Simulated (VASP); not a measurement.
# Si (Fd-3m) in VASP: notebook

Runs on Si. Level: LDA. Tasks: single point, relaxation of cell and atoms.

All numbers are computed with VASP 6.6.1; they aren't measurements. Logs are shortened: lines on timing, memory, paths and dates and some standing lists are left out, and cuts for length are marked.

### Step 1. The cell of the first run

It takes space group Fd-3m (No. 227, cubic). The conventional cell has a = 5.401 Å, b = 5.401 Å, c = 5.401 Å, α = 90.00°, β = 90.00°, γ = 90.00°. Within 3.1 Å of Si (site symmetry -43m) lie 4 Si at 2.34 Å.

### Step 2. Single point, LDA

File INCAR:

```
SYSTEM = Si
PREC = Accurate
ENCUT = 520
EDIFF = 1E-6
ISMEAR = 1
SIGMA = 0.01
LREAL = .False.
LASPH = .True.
NELM = 60
ALGO = Normal
ISIF = 2
LWAVE = .False.
LCHARG = .False.
NBANDS = 11
```

File KPOINTS:

```
Automatic mesh
0
Gamma
  11 11 11
  0 0 0
```

File POSCAR:

```
Si
1.0
    0.0000000000      2.7004865567      2.7004865567
    2.7004865567      0.0000000000      2.7004865567
    2.7004865567      2.7004865567      0.0000000000
Si
2
Direct
    0.7500000000      0.7500000000      0.7500000000
    0.5000000000      0.5000000000      0.5000000000
```

Potentials or basis: VASP PAW LDA potentials, release 64 (Si).

On the command line:

```bash
$ cat potpaw_LDA.64/Si/POTCAR > POTCAR
$ mpirun -np 1 vasp_std > vasp.out
```

OUTCAR:

```text
SYSTEM = Si
   PREC = Accurate
   ENCUT = 520
   EDIFF = 1E-6
   ISMEAR = 1
   LREAL = .False.
   LASPH = .True.
   NELM = 60
   ISIF = 2

 ion  position               nearest neighbor table
   1  0.750  0.750  0.750-   2 2.34   2 2.34   2 2.34   2 2.34
   2  0.500  0.500  0.500-   1 2.34   1 2.34   1 2.34   1 2.34

  LATTYP: Found a face centered cubic cell.
 ALAT       =     5.4009731134

  Lattice vectors:

 A1 = (   0.0000000000,   2.7004865567,   2.7004865567)
 A2 = (   2.7004865567,   0.0000000000,   2.7004865567)
 A3 = (   2.7004865567,   2.7004865567,   0.0000000000)

Analysis of symmetry for initial positions (statically):
=====================================================================
 Subroutine PRICEL returns:
 Original cell was already a primitive cell.

 Routine SETGRP: Setting up the symmetry group for a
 face centered cubic supercell.

 Subroutine GETGRP returns: Found 48 space group operations
 (whereof 24 operations were pure point group operations)
 out of a pool of 48 trial point group operations.

The static configuration has the point symmetry T_d .
 The point group associated with its full space group is O_h .

Analysis of symmetry for dynamics (positions and initial velocities):
=====================================================================
 Subroutine PRICEL returns:
 Original cell was already a primitive cell.

 Routine SETGRP: Setting up the symmetry group for a
 face centered cubic supercell.

 Subroutine GETGRP returns: Found 48 space group operations
 (whereof 24 operations were pure point group operations)
 out of a pool of 48 trial point group operations.

The dynamic configuration has the point symmetry T_d .
 The point group associated with its full space group is O_h .

 Subroutine INISYM returns: Found 48 space group operations
 (whereof 24 operations are pure point group operations),
 and found     1 'primitive' translations

----------------------------------------------------------------------------------------

                                     Primitive cell

  volume of cell :      39.3873

  direct lattice vectors                    reciprocal lattice vectors
     0.000000000  2.700486557  2.700486557    -0.185151820  0.185151820  0.185151820
     2.700486557  0.000000000  2.700486557     0.185151820 -0.185151820  0.185151820
     2.700486557  2.700486557  0.000000000     0.185151820  0.185151820 -0.185151820

  length of vectors
     3.819064713  3.819064713  3.819064713     0.320692359  0.320692359  0.320692359

  position of ions in fractional coordinates (direct lattice)
     0.750000000  0.750000000  0.750000000
     0.500000000  0.500000000  0.500000000

  ion indices of the primitive-cell ions
   primitive index   ion index
                 1           1
                 2           2

----------------------------------------------------------------------------------------

 KPOINTS: Automatic mesh

Automatic generation of k-mesh.
 Grid dimensions read from file:
 generate k-points for:   11   11   11

 Generating k-lattice:

  Cartesian coordinates                     Fractional coordinates (reciprocal lattice)
    -0.016831984  0.016831984  0.016831984     0.090909091  0.000000000  0.000000000
     0.016831984 -0.016831984  0.016831984     0.000000000  0.090909091  0.000000000
     0.016831984  0.016831984 -0.016831984     0.000000000  0.000000000  0.090909091

  Length of vectors
     0.029153851  0.029153851  0.029153851

  Shift w.r.t. Gamma in fractional coordinates (k-lattice)
     0.000000000  0.000000000  0.000000000

 Subroutine IBZKPT returns following result:
 ===========================================

 Found     56 irreducible k-points:

 Following reciprocal coordinates:
            Coordinates               Weight
  0.000000  0.000000  0.000000      1.000000
  0.090909  0.000000  0.000000      8.000000
  0.181818  0.000000  0.000000      8.000000
  0.272727  0.000000  0.000000      8.000000
  0.363636  0.000000  0.000000      8.000000
  0.454545  0.000000  0.000000      8.000000
[... 16 lines left out ...]
 -0.272727  0.181818  0.000000     24.000000
 -0.181818  0.181818  0.000000     12.000000
 [... further k-points ...]
   k-points           NKPTS =     56   k-points in BZ     NKDIM =     56   number of bands    NBANDS=     11
   number of dos      NEDOS =    301   number of ions     NIONS =      2
   total plane-waves  NPLWV =  21952
   dimension x,y,z NGX =    28 NGY =   28 NGZ =   28
   dimension x,y,z NGXF=    56 NGYF=   56 NGZF=   56
   ions per type =               2
   NGX,Y,Z   is equivalent  to a cutoff of  12.19, 12.19, 12.19 a.u.
   NGXF,Y,Z  is equivalent  to a cutoff of  24.38, 24.38, 24.38 a.u.
 SYSTEM =  Si
   PREC   = accura    normal or accurate (medium, high low for compatibility)
   ISTART =      0    job   : 0-new  1-cont  2-samecut
   ICHARG =      2    charge: 1-file 2-atom 10-const
   ISPIN  =      1    spin polarized calculation?
   LNONCOLLINEAR =      F non collinear calculations
   LSORBIT =      F    spin-orbit coupling
   LASPH  =      T    aspherical Exc in radial PAW
   ENCUT  =  520.0 eV  38.22 Ry    6.18 a.u.   7.10  7.10  7.10*2*pi/ulx,y,z
   NELM   =     60;   NELMIN=  2; NELMDL= -5     # of ELM steps
   EDIFF  = 0.1E-05   stopping-criterion for ELM
   LREAL  =      F    real-space projection
   EDIFFG = 0.1E-04   stopping-criterion for IOM
   NSW    =      0    number of steps for IOM
   IBRION =     -1    ionic relax: 0-MD 1-quasi-New 2-CG
   NFREE  =      0    steps in history (QN), initial steepest desc. (CG)
   ISIF   =      2    stress and relaxation
   ISYM   =      2    0-nonsym 1-usesym 2-fastsym
   POTIM  = 0.5000    time-step for ionic-motion
   TEBEG  =    0.0;   TEEND  =   0.0 temperature during run
   PSTRESS=    0.0 pullay stress
   NELECT =       8.0000    total number of electrons
   NUPDOWN=      -1.0000    fix difference up-down
   EMIN   =  10.00;   EMAX   =-10.00  energy-range for DOS
   EFERMI =   0.00;   METHOD = LEGACY
   ISMEAR =     1;   SIGMA  =   0.01  broadening in eV -4-tet -1-fermi 0-gaus
   EFERMI_NEDOS =   21; number of points for ismear=-14 and -15
   IALGO  =     38    algorithm
   IMIX   =      4    mixing-type and parameters
     AMIX     =   0.40;   BMIX     =  1.00
     AMIX_MAG =   1.60;   BMIX_MAG =  1.00
  volume/ion in A,a.u.               =      19.69       132.90
  Fermi-wavevector in a.u.,A,eV,Ry     =   0.962320  1.818521 12.599806  0.926060
  Thomas-Fermi vector in A             =   2.091769
   LORBIT       =      0    0 simple, 1 ext, 2 COOP (PROOUT), +10 PAW based schemes
   GGA     = CA    functional components
   LHFCALC =     F    Hartree Fock is set to
   AEXX    =    0.0000 exact exchange contribution
   IVDW    =     0    specifies the selected vdW correction
   LEPSILON=     F    determine dielectric tensor
   LRPA    =     F    only Hartree local field effects (RPA)
 non-spin polarized calculation
 Methfessel and Paxton  Order N= 1 SIGMA  =   0.01
  energy-cutoff  :      520.00
  volume of cell :       39.39
 maximum number of plane-waves:      1071
   NGX = 15   NGY = 15   NGZ = 15

 number of electron       8.0000001 magnetization

 Free energy of the ion-electron system (eV)
  ---------------------------------------------------
  ext. energy  EPLUGINS =         0.00000000
  ---------------------------------------------------
  free energy    TOTEN  =       -11.91952861 eV

  energy without entropy =      -11.91952861  energy(sigma->0) =      -11.91952861

 E-fermi :   6.0112     XC(G=0):  -9.6678

 val. band max:        5.9388248895   @ k =   0.0000   0.0000   0.0000
 cond. band min:       6.4005427801   @ k =   0.4545   0.4545   0.0000
 fundamental gap:      0.4617178906
 Fermi energy:         6.0111710728

 k-point     1 :       0.0000    0.0000    0.0000
  band No.  band energies     occupation
      1      -6.1315      2.00000
      2       5.9388      2.00000
      3       5.9388      2.00000
      4       5.9388      2.00000
      5       8.4700      0.00000
      6       8.4700      0.00000
      7       8.4700      0.00000
      8       9.3374      0.00000
      9      13.6752      0.00000
     10      13.6752      0.00000
     11      13.6867      0.00000

 k-point     2 :       0.0909    0.0000    0.0000
  band No.  band energies     occupation
      1      -6.0216      2.00000
      2       4.9402      2.00000
      3       5.7675      2.00000
      4       5.7675      2.00000
      5       8.5031      0.00000
      6       8.7214      0.00000
      7       8.7214      0.00000
      8      10.1060      0.00000
      9      13.3467      0.00000
     10      13.3467      0.00000
     11      14.1557      0.00000

 k-point     3 :       0.1818    0.0000    0.0000
  band No.  band energies     occupation
      1      -5.6962      2.00000
      2       3.2412      2.00000
      3       5.4214      2.00000
      4       5.4214      2.00000
      5       8.1934      0.00000
      6       9.1991      0.00000
      7       9.1991      0.00000
      8      11.6697      0.00000
      9      12.9723      0.00000
     10      12.9723      0.00000
     11      14.9133      0.00000
[... 267 lines left out ...]
 k-point    23 :      -0.2727    0.1818    0.0000
  band No.  band energies     occupation
      1      -4.3621      2.00000
      2       0.6280      2.00000
      3       2.7010      2.00000
      4       4.8244      2.00000
      5       8.5365      0.00000
      6      10.1456      0.00000
      7      10.2450      0.00000
      8      12.2621      0.00000
      9      12.4268      0.00000
     10      15.9952      0.00000
     11      17.8415      0.00000

 k-point    24 :      -0.1818    0.1818    0.0000
  band No.  band energies     occupation
      1      -4.9907      2.00000
      2       1.8426      2.00000
      3       3.1863      2.00000
      4       5.2474      2.00000
      5       8.9007      0.00000
      6       9.6619      0.00000
      7       9.9372      0.00000
      8      11.5748      0.00000
      9      11.9743      0.00000
     10      15.9725      0.00000
     11      16.4791      0.00000

 [... further k-points ...]

------------------------ aborting loop because EDIFF is reached ----------------------------------------

  FORCE on cell =-STRESS in cart. coord.  units (eV):
  Direction    XX          YY          ZZ          XY          YZ          ZX
  --------------------------------------------------------------------------------------
  -------------------------------------------------------------------------------------
  Total        0.0244869      0.0244869      0.0244869      0.0000000      0.0000000     -0.0000000
  in kB        0.9960666      0.9960666      0.9960666      0.0000000      0.0000000     -0.0000000
  external PRESSURE =       0.9960666 kB  Pullay stress =       0.0000000 kB

 VOLUME and BASIS-vectors are now :
 -----------------------------------------------------------------------------
  energy-cutoff  :      520.00
  volume of cell :       39.39
      direct lattice vectors                 reciprocal lattice vectors
     0.000000000  2.700486557  2.700486557    -0.185151820  0.185151820  0.185151820
     2.700486557  0.000000000  2.700486557     0.185151820 -0.185151820  0.185151820
     2.700486557  2.700486557  0.000000000     0.185151820  0.185151820 -0.185151820

 POSITION                                       TOTAL-FORCE (eV/Angst)
 -----------------------------------------------------------------------------------
      4.05073      4.05073      4.05073        -0.000000     -0.000000     -0.000000
      2.70049      2.70049      2.70049         0.000000      0.000000      0.000000
 -----------------------------------------------------------------------------------
    total drift:                                0.000000      0.000000     -0.000000

  FREE ENERGIE OF THE ION-ELECTRON SYSTEM (eV)
  ---------------------------------------------------
  free  energy   TOTEN  =       -11.9195286079 eV

  energy  without entropy=      -11.9195286079  energy(sigma->0) =      -11.91952861
```

Run time: 12 s. Hardware: 1 thread of Intel Xeon Platinum 8259CL at 2.50GHz (Skylake/Cascade Lake), shared host; peak memory 0.14 GiB.

Results:

```yaml
Free_energy: -11.9195 eV
Pressure: 0.1 GPa
Band_gap_on_the_k_mesh: 0.46 eV, indirect (least direct gap 2.53 eV)
```

Levels at points of the mesh, in eV from the valence-band top:
| k point | band 1 | band 2 | band 3 | band 4 | band 5 | band 6 | band 7 | band 8 | band 9 |
| --- | --- | --- | --- | --- | --- | --- | --- | --- | --- |
| (0.00, 0.00, 0.00) | -12.07 | 0.00 | 0.00 | 0.00 | 2.53 | 2.53 | 2.53 | 3.40 | 7.74 |

A k mesh can miss the band edges. As with any semilocal functional, this LDA gap is likely too small.

### Step 3. Relaxation of cell and atoms, LDA

This run uses another cell than the first one, of 20.78 Å³/atom, 1.055 times its volume.

File INCAR:

```
PREC = Accurate ; ENCUT = 600
EDIFF = 1E-6 ; ISMEAR = -1
SIGMA = 0.05 ; LREAL = F
LASPH = T ; NELM = 100
ALGO = Normal ; ISIF = 3
LWAVE = F ; LCHARG = F
GGA = CA ; IBRION = 2
NSW = 100 ; EDIFFG = -0.005
```

File KPOINTS:

```
regular mesh
0
Gamma
  11 11 11
```

File POSCAR:

```
Si
1.0
    0.0000000000      2.7492688318      2.7492688318
    2.7492688318      0.0000000000      2.7492688318
    2.7492688318      2.7492688318      0.0000000000
Si
2
Direct
    0.7500000000      0.7500000000      0.7500000000
    0.5000000000      0.5000000000      0.5000000000
```

Potentials or basis: VASP PAW LDA potentials, release 64 (Si).

On the command line:

```bash
$ cat potpaw_LDA.64/Si/POTCAR > POTCAR
$ mpirun -np 1 vasp_std > vasp.out
```

It took 20 s on 1 thread of Intel Xeon Platinum 8259CL at 2.50GHz (Skylake/Cascade Lake), shared host; peak memory 0.16 GiB.

The run converged. Its results:

| Quantity | Value |
| --- | --- |
| Free energy | -11.9198 eV |
| Relaxed volume | 19.72 Å³/atom |
| Relaxed cell | a = 3.821 Å, b = 3.821 Å, c = 3.821 Å, α = 60.00°, β = 60.00°, γ = 60.00° |
| Space group after relaxing (to 0.05 Å) | Fd-3m (No. 227) |
| Energy gained by relaxing | 15.8 meV/atom |
| Ionic steps | 3 |
| Pressure after relaxing | 0.0 GPa |
| Band gap on the k mesh | 0.46 eV, indirect (least direct gap 2.53 eV) |

The path:
```
step  energy change (eV)  largest force (eV/Å)  pressure (GPa)  volume (Å³)
   1              0.0000                0.0000           -4.54        41.56
   2             -0.0176                0.0000            3.52        38.12
   3             -0.0316                0.0000           -0.01        39.44
```

Final structure:
```yaml
crystal:
  lattice:
    - [0.00000, 2.70160, 2.70160]
    - [2.70160, 0.00000, 2.70160]
    - [2.70160, 2.70160, 0.00000]
  atoms:
    - { symbol: Si, position: [0.75000, 0.75000, 0.75000] }
    - { symbol: Si, position: [0.50000, 0.50000, 0.50000] }
```

Levels at points of the mesh, in eV from the valence-band top:
| k point | band 1 | band 2 | band 3 | band 4 | band 5 | band 6 | band 7 | band 8 |
| --- | --- | --- | --- | --- | --- | --- | --- | --- |
| (0.00, 0.00, 0.00) | -12.06 | 0.00 | 0.00 | 0.00 | 2.53 | 2.53 | 2.53 | 3.38 |

### Step 4. Relaxation of cell and atoms, LDA

This run uses another cell than the first one, of 20.78 Å³/atom, 1.055 times its volume.

File INCAR:

```
SYSTEM = Si
PREC = Accurate
ENCUT = 600
EDIFF = 1E-7
ISMEAR = -1
SIGMA = 0.05
LREAL = .FALSE.
LASPH = .TRUE.
NELM = 60
ALGO = Normal
ISIF = 3
LWAVE = .FALSE.
LCHARG = .FALSE.
GGA = CA
IBRION = 2
NSW = 100
EDIFFG = -0.005
```

File KPOINTS:

```
regular mesh
0
G
  11 11 11
  0 0 0
```

POSCAR is that of step 3.

On the command line:

```bash
$ cat potpaw_LDA.64/Si/POTCAR > POTCAR
$ mpirun -np 1 vasp_std > vasp.out
```

It took 21 s on 1 thread of Intel Xeon Platinum 8259CL at 2.50GHz (Skylake/Cascade Lake), shared host; peak memory 0.15 GiB.

The run converged. Its results:

```yaml
Free_energy: -11.9198 eV
Relaxed_volume: 19.72 Å³/atom
Relaxed_cell: a = 3.821 Å, b = 3.821 Å, c = 3.821 Å, α = 60.00°, β = 60.00°, γ = 60.00°
Space_group_after_relaxing_to_0.05_Å: Fd-3m (No. 227)
Energy_gained_by_relaxing: 15.8 meV/atom
Ionic_steps: 3
Pressure_after_relaxing: 0.0 GPa
Band_gap_on_the_k_mesh: 0.46 eV, indirect (least direct gap 2.53 eV)
```

Step by step:
| step | energy change (eV) | largest force (eV/Å) | pressure (GPa) | volume (Å³) |
| --- | --- | --- | --- | --- |
| 1 | 0.0000 | 0.0000 | -4.54 | 41.56 |
| 2 | -0.0176 | 0.0000 | 3.52 | 38.12 |
| 3 | -0.0316 | 0.0000 | -0.01 | 39.44 |

Final structure:
```
Si
1.0
     0.00000    2.70160    2.70160
     2.70160    0.00000    2.70160
     2.70160    2.70160    0.00000
Si
2
Direct
  0.75000 0.75000 0.75000
  0.50000 0.50000 0.50000
```

Levels at points of the mesh, in eV from the valence-band top:
```tsv
k point	band 1	band 2	band 3	band 4	band 5	band 6	band 7	band 8
(0.00, 0.00, 0.00)	-12.06	0.00	0.00	0.00	2.53	2.53	2.53	3.38
```

### Step 5. Relaxation of cell and atoms, LDA

This run uses another cell than the first one, of 20.78 Å³/atom, 1.055 times its volume.

File INCAR:

```
PREC = Accurate ; ENCUT = 600
EDIFF = 1E-6 ; ISMEAR = 1
SIGMA = 0.01 ; LREAL = False
LASPH = True ; NELM = 100
ALGO = Normal ; ISIF = 3
LWAVE = False ; LCHARG = False
IBRION = 2 ; NSW = 100
EDIFFG = -0.005
```

File KPOINTS:

```
regular mesh
0
Gamma
  11 11 11
```

POSCAR is that of step 4.

On the command line:

```bash
$ cat potpaw_LDA.64/Si/POTCAR > POTCAR
$ mpirun -np 1 vasp_std > vasp.out
```

It took 21 s on 1 thread of Intel Xeon Platinum 8259CL at 2.50GHz (Skylake/Cascade Lake), shared host; peak memory 0.15 GiB.

It converged, with:

```yaml
Free_energy: -11.9198 eV
Relaxed_volume: 19.72 Å³/atom
Relaxed_cell: a = 3.821 Å, b = 3.821 Å, c = 3.821 Å, α = 60.00°, β = 60.00°, γ = 60.00°
Space_group_after_relaxing_to_0.05_Å: Fd-3m (No. 227)
Energy_gained_by_relaxing: 15.8 meV/atom
Ionic_steps: 3
Pressure_after_relaxing: 0.0 GPa
Band_gap_on_the_k_mesh: 0.46 eV, indirect (least direct gap 2.53 eV)
```

Step by step:
| step | energy change (eV) | largest force (eV/Å) | pressure (GPa) | volume (Å³) |
| --- | --- | --- | --- | --- |
| 1 | 0.0000 | 0.0000 | -4.54 | 41.56 |
| 2 | -0.0176 | 0.0000 | 3.52 | 38.12 |
| 3 | -0.0316 | 0.0000 | -0.01 | 39.44 |

Final structure:
```
Si
1.0
     0.00000    2.70161    2.70161
     2.70161    0.00000    2.70161
     2.70161    2.70161    0.00000
Si
2
Direct
  0.75000 0.75000 0.75000
  0.50000 0.50000 0.50000
```

Levels at points of the mesh, in eV from the valence-band top:
```csv
k point,band 2,band 3,band 4,band 5,band 6,band 7
"(0.00, 0.00, 0.00)",0.00,0.00,0.00,2.53,2.53,2.53
```

### Step 6. Summary

```csv
task,cell,cutoff (eV),smearing,gap on the mesh (eV),pressure (GPa),relaxed volume (Å³/atom)
single point,"a = 3.819 Å, angles 60.0°, 2 atoms",520,methfessel-paxton 0.01 eV,0.46,0.1,-
relaxation of cell and atoms,"relaxed from a = 3.888 Å, angles 60.0°, 2 atoms",600,fermi-dirac 0.05 eV,0.46,0.0,19.72
relaxation of cell and atoms,"relaxed from a = 3.888 Å, angles 60.0°, 2 atoms",600,methfessel-paxton 0.01 eV,0.46,0.0,19.72
```

Alike in all rows: level LDA; potentials or basis VASP PAW LDA potentials, release 64 (Si); no spin polarisation; k mesh 11 × 11 × 11.

Absolute energies hang on the potentials; compare differences alone.
